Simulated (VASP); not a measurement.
# W (Fm-3m) in VASP: further runs, part 2 of 2

VASP 6.6.1. The steps go on from the part before.

**4. Single point, PBEsol**

The input, INCAR:

```
  PREC = Accurate
  ENCUT = 520
  EDIFF = 1E-6
  ISMEAR = 1
  SIGMA = 0.025
  LREAL = False
  LASPH = True
  NELM = 80
  ALGO = Normal
  ISIF = 2
  LWAVE = False
  LCHARG = False
  GGA = PS
  NBANDS = 13
```

The input, KPOINTS:

```
Automatic mesh
0
Gamma
  11 11 11
```

The input, POSCAR:

```
W
1.0
    0.0000000000      2.0300000000      2.0300000000
    2.0300000000      0.0000000000      2.0300000000
    2.0300000000      2.0300000000      0.0000000000
W
1
Direct
    0.0000000000      0.0000000000      0.0000000000
```

Potentials or basis: VASP PAW PBE potentials, release 64 (W_sv).

Run with:

```
$ cat potpaw_PBE.64/W_sv/POTCAR > POTCAR
$ mpirun -np 1 vasp_std > vasp.out
```

OUTCAR:

```text
PREC = Accurate
   ENCUT = 520
   EDIFF = 1E-6
   ISMEAR = 1
   LREAL = False
   LASPH = True
   NELM = 80
   ISIF = 2
   GGA = PS

 ion  position               nearest neighbor table
   1  0.000  0.000  0.000-

  LATTYP: Found a face centered cubic cell.
 ALAT       =     4.0600000000

  Lattice vectors:

 A1 = (   0.0000000000,   2.0300000000,   2.0300000000)
 A2 = (   2.0300000000,   0.0000000000,   2.0300000000)
 A3 = (   2.0300000000,   2.0300000000,   0.0000000000)

Analysis of symmetry for initial positions (statically):
=====================================================================
 Subroutine PRICEL returns:
 Original cell was already a primitive cell.

 Routine SETGRP: Setting up the symmetry group for a
 face centered cubic supercell.

 Subroutine GETGRP returns: Found 48 space group operations
 (whereof 48 operations were pure point group operations)
 out of a pool of 48 trial point group operations.

The static configuration has the point symmetry O_h .

Analysis of symmetry for dynamics (positions and initial velocities):
=====================================================================
 Subroutine PRICEL returns:
 Original cell was already a primitive cell.

 Routine SETGRP: Setting up the symmetry group for a
 face centered cubic supercell.

 Subroutine GETGRP returns: Found 48 space group operations
 (whereof 48 operations were pure point group operations)
 out of a pool of 48 trial point group operations.

The dynamic configuration has the point symmetry O_h .

 Subroutine INISYM returns: Found 48 space group operations
 (whereof 48 operations are pure point group operations),
 and found     1 'primitive' translations

----------------------------------------------------------------------------------------

                                     Primitive cell

  volume of cell :      16.7309

[... 107 lines left out ...]
  volume/ion in A,a.u.               =      16.73       112.91
  Fermi-wavevector in a.u.,A,eV,Ry     =   1.542688  2.915258 32.380324  2.379887
  Thomas-Fermi vector in A             =   2.648457
   LORBIT       =      0    0 simple, 1 ext, 2 COOP (PROOUT), +10 PAW based schemes
   GGA     = PS    functional components
   LHFCALC =     F    Hartree Fock is set to
   AEXX    =    0.0000 exact exchange contribution
   IVDW    =     0    specifies the selected vdW correction
   LEPSILON=     F    determine dielectric tensor
   LRPA    =     F    only Hartree local field effects (RPA)
 non-spin polarized calculation
 Methfessel and Paxton  Order N= 1 SIGMA  =   0.03
  energy-cutoff  :      520.00
  volume of cell :       16.73
 maximum number of plane-waves:       463
 NGX is ok and might be reduce to    24
   NGX = 11   NGY = 11   NGZ = 11

 number of electron      14.0000002 magnetization

 Free energy of the ion-electron system (eV)
  ---------------------------------------------------
  ext. energy  EPLUGINS =         0.00000000
  ---------------------------------------------------
  free energy    TOTEN  =       -13.29151922 eV

  energy without entropy =      -13.29149298  energy(sigma->0) =      -13.29151047

 E-fermi :  10.0665     XC(G=0): -13.4489

 val. band max:       10.0163368884   @ k =  -0.2727   0.0909   0.0000
 cond. band min:      10.0795598886   @ k =   0.1818   0.0909   0.0000
 fundamental gap:      0.0632230002
 Fermi energy:        10.0664941375

 k-point     1 :       0.0000    0.0000    0.0000
  band No.  band energies     occupation
      1     -63.6139      2.00000
      2     -27.2633      2.00000
      3     -27.2633      2.00000
      4     -27.2633      2.00000
      5       1.1518      2.00000
      6       9.5178      2.00000
      7       9.5178      2.00000
      8       9.5178      2.00000
      9      12.5478      0.00000
     10      12.5478      0.00000
     11      22.8599      0.00000
     12      27.9436      0.00000
     13      27.9436      0.00000
[... 354 lines left out ...]
  band No.  band energies     occupation
      1     -63.5491      2.00000
      2     -27.8678      2.00000
      3     -27.5178      2.00000
      4     -27.3365      2.00000
      5       4.2714      2.00000
      6       8.0208      2.00000
      7       9.4292      2.00000
      8      10.9826      0.00000
      9      11.0591      0.00000
     10      14.4538      0.00000
     11      24.1858      0.00000
     12      27.7567      0.00000
     13      28.5003      0.00000

 [... further k-points ...]
[... 5 lines left out ...]
  --------------------------------------------------------------------------------------
  -------------------------------------------------------------------------------------
  Total       -1.2967585     -1.2967585     -1.2967585      0.0000000      0.0000000      0.0000000
  in kB     -124.1799795   -124.1799795   -124.1799795      0.0000000      0.0000000      0.0000000
  external PRESSURE =    -124.1799795 kB  Pullay stress =       0.0000000 kB

 VOLUME and BASIS-vectors are now :
 -----------------------------------------------------------------------------
  energy-cutoff  :      520.00
  volume of cell :       16.73
      direct lattice vectors                 reciprocal lattice vectors
     0.000000000  2.030000000  2.030000000    -0.246305419  0.246305419  0.246305419
     2.030000000  0.000000000  2.030000000     0.246305419 -0.246305419  0.246305419
     2.030000000  2.030000000  0.000000000     0.246305419  0.246305419 -0.246305419

 POSITION                                       TOTAL-FORCE (eV/Angst)
 -----------------------------------------------------------------------------------
      0.00000      0.00000      0.00000         0.000000      0.000000      0.000000
 -----------------------------------------------------------------------------------
    total drift:                               -0.000000      0.000000      0.000000

  FREE ENERGIE OF THE ION-ELECTRON SYSTEM (eV)
  ---------------------------------------------------
  free  energy   TOTEN  =       -13.2915192227 eV

  energy  without entropy=      -13.2914929772  energy(sigma->0) =      -13.29151047
```

OSZICAR:

```text
N       E                     dE             d eps       ncg     rms          rms(c)
DAV:   1     0.825258380365E+02    0.82526E+02   -0.75887E+03  1461   0.123E+03
DAV:   2    -0.124815289636E+02   -0.95007E+02   -0.91432E+02  1606   0.312E+02
DAV:   3    -0.139934929238E+02   -0.15120E+01   -0.15076E+01  1611   0.389E+01
DAV:   4    -0.140002073165E+02   -0.67144E-02   -0.67142E-02  1626   0.283E+00
DAV:   5    -0.140002738455E+02   -0.66529E-04   -0.66530E-04  1631   0.261E-01    0.190E+01
DAV:   6    -0.134331741419E+02    0.56710E+00   -0.48588E-01  1551   0.897E+00    0.716E+00
DAV:   7    -0.132967768910E+02    0.13640E+00   -0.22457E-01  1621   0.572E+00    0.615E-01
DAV:   8    -0.132918148637E+02    0.49620E-02   -0.43770E-03  1471   0.886E-01    0.111E-01
DAV:   9    -0.132915194194E+02    0.29544E-03   -0.19035E-04  1651   0.148E-01    0.358E-02
DAV:  10    -0.132915191273E+02    0.29213E-06   -0.13843E-05  1576   0.455E-02    0.533E-03
DAV:  11    -0.132915192227E+02   -0.95376E-07   -0.21255E-07   978   0.530E-03
   1 F= -.13291519E+02 E0= -.13291510E+02  d E =-.262455E-04
```

stdout:

```text
POSCAR found type information on POSCAR W
 POSCAR found :  1 types and       1 ions
 scaLAPACK will be used
 -----------------------------------------------------------------------------
|                                                                             |
|                                                                             |
|     You enforced a specific xc type in the INCAR file but a different       |
|     I HOPE YOU KNOW WHAT YOU ARE DOING!                                     |
|                                                                             |
 -----------------------------------------------------------------------------

 LDA part: xc-table for (Slater+PW92), standard interpolation
 POSCAR, INCAR and KPOINTS ok, starting setup
 FFT: planning ... GRIDC
 FFT: planning ... GRID_SOFT
 FFT: planning ... GRID
 WAVECAR not read
 entering main loop
```

It took 18 s on 1 thread of AMD EPYC 7R13 (Zen 3), shared host; peak memory 0.11 GiB.

What came out:

```yaml
Free_energy: -13.2915 eV
Pressure: -12.4 GPa
Band_gap_on_the_k_mesh: zero (band 7 reaches 12.63 eV, above the bottom of band 8 at 9.52 eV)
```

Caveat: the PAW data sets were made with another functional, which shifts forces and pressure a little; spin-orbit coupling is left out, which moves the levels of the heavy elements.

**5. The runs side by side**

```tsv
smearing	gap on the mesh (eV)	pressure (GPa)
methfessel-paxton 0.1 eV	none	-12.4
methfessel-paxton 0.05 eV	none	-12.4
methfessel-paxton 0.025 eV	none	-12.4
```

Alike in all rows: task single point; level PBEsol; potentials or basis VASP PAW PBE potentials, release 64 (W_sv); no spin polarisation; cell as given; k mesh 11 × 11 × 11; cutoff (eV) 520.

Every run on the cell as given and a fine mesh finds a metal.

Caveats: the PAW data sets were made with another functional, which shifts forces and pressure a little; spin-orbit coupling is left out, which moves the levels of the heavy elements.

Total energies depend on the potentials used, so only differences within one code and one set of settings carry meaning.
